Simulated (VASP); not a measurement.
# Hf (Fd-3m) in VASP: notebook, part 2 of 2

VASP 6.6.1. The steps go on from the part before.

### Step 5. Relaxation of cell and atoms, PBEsol

INCAR reads:

```
ALGO = Fast
EDIFF = 1E-6
EDIFFG = -0.01
ENCUT = 600
GGA = PS
IBRION = 2
ISIF = 3
ISMEAR = 0
LASPH = True
LCHARG = False
LREAL = False
LWAVE = False
NELM = 60
NSW = 100
PREC = Accurate
SIGMA = 0.1
```

KPOINTS reads:

```
k-points
0
Gamma
  16 16 16
```

POSCAR reads:

```
Hf
1.0
    0.0000000000      3.2077155658      3.2077155658
    3.2077155658      0.0000000000      3.2077155658
    3.2077155658      3.2077155658      0.0000000000
Hf
2
Direct
    0.0000000000      0.0000000000      0.0000000000
    0.2500000000      0.2500000000      0.2500000000
```

Potentials or basis: VASP PAW PBE potentials, release 64 (Hf_pv).

The run is started by

```bash
> cat potpaw_PBE.64/Hf_pv/POTCAR > POTCAR
> mpirun -np 1 vasp_std > vasp.out
```

OUTCAR:

```text
EDIFF = 1E-6
   EDIFFG = -0.01
   ENCUT = 600
   GGA = PS
   IBRION = 2
   ISIF = 3
   ISMEAR = 0
   LASPH = True
   LREAL = False
   NELM = 60
   NSW = 100
   PREC = Accurate

 ion  position               nearest neighbor table
   1  0.000  0.000  0.000-   2 2.78   2 2.78   2 2.78   2 2.78
   2  0.250  0.250  0.250-   1 2.78   1 2.78   1 2.78   1 2.78

  LATTYP: Found a face centered cubic cell.
 ALAT       =     6.4154311316

  Lattice vectors:

 A1 = (   0.0000000000,   3.2077155658,   3.2077155658)
 A2 = (   3.2077155658,   0.0000000000,   3.2077155658)
 A3 = (   3.2077155658,   3.2077155658,   0.0000000000)

Analysis of symmetry for initial positions (statically):
=====================================================================
 Subroutine PRICEL returns:
 Original cell was already a primitive cell.

 Routine SETGRP: Setting up the symmetry group for a
 face centered cubic supercell.

 Subroutine GETGRP returns: Found 48 space group operations
 (whereof 24 operations were pure point group operations)
 out of a pool of 48 trial point group operations.

The static configuration has the point symmetry T_d .
 The point group associated with its full space group is O_h .

Analysis of symmetry for dynamics (positions and initial velocities):
=====================================================================
 Subroutine PRICEL returns:
 Original cell was already a primitive cell.

 Routine SETGRP: Setting up the symmetry group for a
 face centered cubic supercell.

 Subroutine GETGRP returns: Found 48 space group operations
 (whereof 24 operations were pure point group operations)
 out of a pool of 48 trial point group operations.

The dynamic configuration has the point symmetry T_d .
 The point group associated with its full space group is O_h .

 Subroutine INISYM returns: Found 48 space group operations
 (whereof 24 operations are pure point group operations),
 and found     1 'primitive' translations

----------------------------------------------------------------------------------------

                                     Primitive cell

  volume of cell :      66.0112

  direct lattice vectors                    reciprocal lattice vectors
     0.000000000  3.207715566  3.207715566    -0.155874170  0.155874170  0.155874170
     3.207715566  0.000000000  3.207715566     0.155874170 -0.155874170  0.155874170
     3.207715566  3.207715566  0.000000000     0.155874170  0.155874170 -0.155874170

  length of vectors
     4.536394857  4.536394857  4.536394857     0.269981981  0.269981981  0.269981981

  position of ions in fractional coordinates (direct lattice)
     0.000000000  0.000000000  0.000000000
     0.250000000  0.250000000  0.250000000

  ion indices of the primitive-cell ions
   primitive index   ion index
                 1           1
                 2           2

----------------------------------------------------------------------------------------

 KPOINTS: k-points

Automatic generation of k-mesh.
 Grid dimensions read from file:
 generate k-points for:   16   16   16

 Generating k-lattice:
[... 54 lines left out ...]
   ISTART =      0    job   : 0-new  1-cont  2-samecut
   ICHARG =      2    charge: 1-file 2-atom 10-const
   ISPIN  =      1    spin polarized calculation?
   LNONCOLLINEAR =      F non collinear calculations
   LSORBIT =      F    spin-orbit coupling
   LASPH  =      T    aspherical Exc in radial PAW
   ENCUT  =  600.0 eV  44.10 Ry    6.64 a.u.   9.06  9.06  9.06*2*pi/ulx,y,z
   NELM   =     60;   NELMIN=  2; NELMDL= -5     # of ELM steps
   EDIFF  = 0.1E-05   stopping-criterion for ELM
   LREAL  =      F    real-space projection
   EDIFFG = -.1E-01   stopping-criterion for IOM
   NSW    =    100    number of steps for IOM
   IBRION =      2    ionic relax: 0-MD 1-quasi-New 2-CG
   NFREE  =      1    steps in history (QN), initial steepest desc. (CG)
   ISIF   =      3    stress and relaxation
   ISYM   =      2    0-nonsym 1-usesym 2-fastsym
   POTIM  = 0.5000    time-step for ionic-motion
   TEBEG  =    0.0;   TEEND  =   0.0 temperature during run
   PSTRESS=    0.0 pullay stress
   NELECT =      20.0000    total number of electrons
   NUPDOWN=      -1.0000    fix difference up-down
   EMIN   =  10.00;   EMAX   =-10.00  energy-range for DOS
   EFERMI =   0.00;   METHOD = LEGACY
   ISMEAR =     0;   SIGMA  =   0.10  broadening in eV -4-tet -1-fermi 0-gaus
   EFERMI_NEDOS =   21; number of points for ismear=-14 and -15
   IALGO  =     68    algorithm
   IMIX   =      4    mixing-type and parameters
     AMIX     =   0.40;   BMIX     =  1.00
     AMIX_MAG =   1.60;   BMIX_MAG =  1.00
  volume/ion in A,a.u.               =      33.01       222.73
  Fermi-wavevector in a.u.,A,eV,Ry     =   1.099543  2.077835 16.449380  1.208995
  Thomas-Fermi vector in A             =   2.235940
   LORBIT       =      0    0 simple, 1 ext, 2 COOP (PROOUT), +10 PAW based schemes
   GGA     = PS    functional components
   LHFCALC =     F    Hartree Fock is set to
   AEXX    =    0.0000 exact exchange contribution
   IVDW    =     0    specifies the selected vdW correction
   LEPSILON=     F    determine dielectric tensor
   LRPA    =     F    only Hartree local field effects (RPA)
 conjugate gradient relaxation of ions
 non-spin polarized calculation
 RMM-DIIS sequential band-by-band and
 Gauss-broadening in eV      SIGMA  =   0.10
  energy-cutoff  :      600.00
  volume of cell :       66.01
 maximum number of plane-waves:      2229
   NGX = 19   NGY = 19   NGZ = 19

--------------------------------------- Ionic step        1  -------------------------------------------

 number of electron      19.9999999 magnetization

 Free energy of the ion-electron system (eV)
  ---------------------------------------------------
  ext. energy  EPLUGINS =         0.00000000
  ---------------------------------------------------
  free energy    TOTEN  =       -15.43578880 eV

  energy without entropy =      -15.40982698  energy(sigma->0) =      -15.42280789

------------------------ aborting loop because EDIFF is reached ----------------------------------------

  FORCE on cell =-STRESS in cart. coord.  units (eV):
  Direction    XX          YY          ZZ          XY          YZ          ZX
  --------------------------------------------------------------------------------------
  -------------------------------------------------------------------------------------
  Total       -0.3351167     -0.3351167     -0.3351167      0.0000000      0.0000000      0.0000000
  in kB       -8.1337187     -8.1337187     -8.1337187      0.0000000      0.0000000      0.0000000
  external PRESSURE =      -8.1337187 kB  Pullay stress =       0.0000000 kB
[... 59 lines left out ...]
--------------------------------------- Ionic step        3  -------------------------------------------

 number of electron      20.0000000 magnetization

 Free energy of the ion-electron system (eV)
  ---------------------------------------------------
  ext. energy  EPLUGINS =         0.00000000
  ---------------------------------------------------
  free energy    TOTEN  =       -15.44065541 eV

  energy without entropy =      -15.41478485  energy(sigma->0) =      -15.42772013

 E-fermi :   1.8382     XC(G=0):  -9.5361

 val. band max:        1.8372545275   @ k =   0.5000   0.1250   0.0625
 cond. band min:       1.8422843466   @ k =  -0.2500   0.0625   0.0000
 fundamental gap:      0.0050298191
 Fermi energy:         1.8382198391

 k-point     1 :       0.0000    0.0000    0.0000
  band No.  band energies     occupation
      1     -29.0939      2.00000
      2     -29.0939      2.00000
      3     -29.0939      2.00000
      4     -28.3534      2.00000
      5     -28.3534      2.00000
      6     -28.3534      2.00000
      7      -3.4642      2.00000
      8       1.3867      2.00000
      9       1.3867      2.00000
     10       2.0023      0.02035
     11       2.0023      0.02035
     12       2.0023      0.02035
     13       4.0459      0.00000
     14       4.0459      0.00000
[... 377 lines left out ...]
      1     -29.1088      2.00000
      2     -29.1000      2.00000
      3     -29.0893      2.00000
      4     -28.3597      2.00000
      5     -28.3468      2.00000
      6     -28.3378      2.00000
      7      -3.3106      2.00000
      8       1.2139      2.00000
      9       1.3637      2.00000
     10       2.0358      0.00520
     11       2.0479      0.00302
     12       2.2394      0.00000
     13       3.7070      0.00000
     14       4.0162      0.00000

 [... further k-points ...]

------------------------ aborting loop because EDIFF is reached ----------------------------------------

  FORCE on cell =-STRESS in cart. coord.  units (eV):
  Direction    XX          YY          ZZ          XY          YZ          ZX
  --------------------------------------------------------------------------------------
  -------------------------------------------------------------------------------------
  Total       -0.0145318     -0.0145318     -0.0145318      0.0000000      0.0000000      0.0000000
  in kB       -0.3628843     -0.3628843     -0.3628843      0.0000000      0.0000000      0.0000000
  external PRESSURE =      -0.3628843 kB  Pullay stress =       0.0000000 kB
[... 17 lines left out ...]
  FREE ENERGIE OF THE ION-ELECTRON SYSTEM (eV)
  ---------------------------------------------------
  free  energy   TOTEN  =       -15.4406554112 eV

  energy  without entropy=      -15.4147848506  energy(sigma->0) =      -15.42772013

 reached required accuracy - stopping structural energy minimisation
```

OSZICAR:

```text
N       E                     dE             d eps       ncg     rms          rms(c)
DAV:   1     0.555985535552E+02    0.55599E+02   -0.11950E+04  4188   0.142E+03
DAV:   2    -0.132631113277E+02   -0.68862E+02   -0.67827E+02  5116   0.275E+02
DAV:   3    -0.158236094106E+02   -0.25605E+01   -0.24774E+01  5734   0.338E+01
[... 29 lines left out ...]
RMM:   3    -0.154406359228E+02    0.29068E-03   -0.16970E-03  4212   0.267E-01    0.589E-02
RMM:   4    -0.154406471546E+02   -0.11232E-04   -0.23501E-04  4807   0.111E-01    0.281E-02
RMM:   5    -0.154406528910E+02   -0.57364E-05   -0.62875E-05  5032   0.597E-02    0.134E-02
RMM:   6    -0.154406547415E+02   -0.18505E-05   -0.13078E-05  4733   0.280E-02    0.857E-03
RMM:   7    -0.154406554112E+02   -0.66962E-06   -0.29431E-06  2881   0.134E-02
   3 F= -.15440655E+02 E0= -.15427720E+02  d E =-.486661E-02
```

CONTCAR:

```text
Hf
   1.00000000000000
     0.0000000000000000    3.1774406469836074    3.1774406469836074
     3.1774406469836074   -0.0000000000000000    3.1774406469836074
     3.1774406469836074    3.1774406469836074   -0.0000000000000000
  Hf
     2
Direct
     0.0000000000000000    0.0000000000000000    0.0000000000000000
     0.2500000000000000    0.2500000000000000    0.2500000000000000

  0.00000000E+00  0.00000000E+00  0.00000000E+00
  0.00000000E+00  0.00000000E+00  0.00000000E+00
```

It took 14 min on 1 thread of AMD EPYC 7R13, shared host; peak memory 0.29 GiB.

Results:

- Free energy: -15.4407 eV
- Relaxed volume: 32.08 Å³/atom
- Relaxed cell: a = 4.494 Å, b = 4.494 Å, c = 4.494 Å, α = 60.00°, β = 60.00°, γ = 60.00°
- Space group after relaxing (to 0.05 Å): Fd-3m (No. 227)
- Energy gained by relaxing: 2.4 meV/atom
- Ionic steps: 3
- Pressure after relaxing: 0.0 GPa
- Band gap on the k mesh: zero (band 10 reaches 2.18 eV, above the bottom of band 11 at 1.49 eV)

Step by step:
```
step  energy change (eV)  largest force (eV/Å)  pressure (GPa)  volume (Å³)
   1              0.0000                0.0000           -0.81        66.01
   2             -0.0047                0.0000           -0.12        64.42
   3             -0.0049                0.0000           -0.04        64.16
```

Final structure:
```cif
data_structure
_symmetry_space_group_name_H-M 'P 1'
_symmetry_Int_Tables_number 1
_cell_length_a 4.4936
_cell_length_b 4.4936
_cell_length_c 4.4936
_cell_angle_alpha 60.000
_cell_angle_beta 60.000
_cell_angle_gamma 60.000
_cell_volume 64.16
loop_
_atom_site_label
_atom_site_type_symbol
_atom_site_fract_x
_atom_site_fract_y
_atom_site_fract_z
_atom_site_occupancy
Hf1 Hf 0.00000 0.00000 0.00000 1
Hf2 Hf 0.25000 0.25000 0.25000 1
```

Caveat: the PAW data sets were made with another functional, which shifts forces and pressure a little; spin-orbit coupling is left out, which moves the levels of the heavy elements.

### Step 6. Summary

```tsv
task	cell	k mesh	cutoff (eV)	gap on the mesh (eV)	pressure (GPa)	relaxed volume (Å³/atom)
single point	a = 4.536 Å, angles 60.0°, 2 atoms	6 × 6 × 6	520	none	-0.2	-
relaxation of cell and atoms	relaxed from a = 4.159 Å, angles 60.0°, 2 atoms	6 × 6 × 6	600	none	0.0	32.72
single point	a = 4.505 Å, angles 60.0°, 2 atoms	16 × 16 × 16	520	none	-0.3	-
relaxation of cell and atoms	relaxed from a = 4.536 Å, angles 60.0°, 2 atoms	16 × 16 × 16	600	none	0.0	32.08
```

Alike in all rows: level PBEsol; potentials or basis VASP PAW PBE potentials, release 64 (Hf_pv); no spin polarisation; smearing gaussian 0.1 eV.

Caveats: the PAW data sets were made with another functional, which shifts forces and pressure a little; spin-orbit coupling is left out, which moves the levels of the heavy elements; the volume moved by over 15 % at a fixed basis, so the end points are rough (some runs).

Total energies depend on the potentials used, so only differences within one code and one set of settings carry meaning.
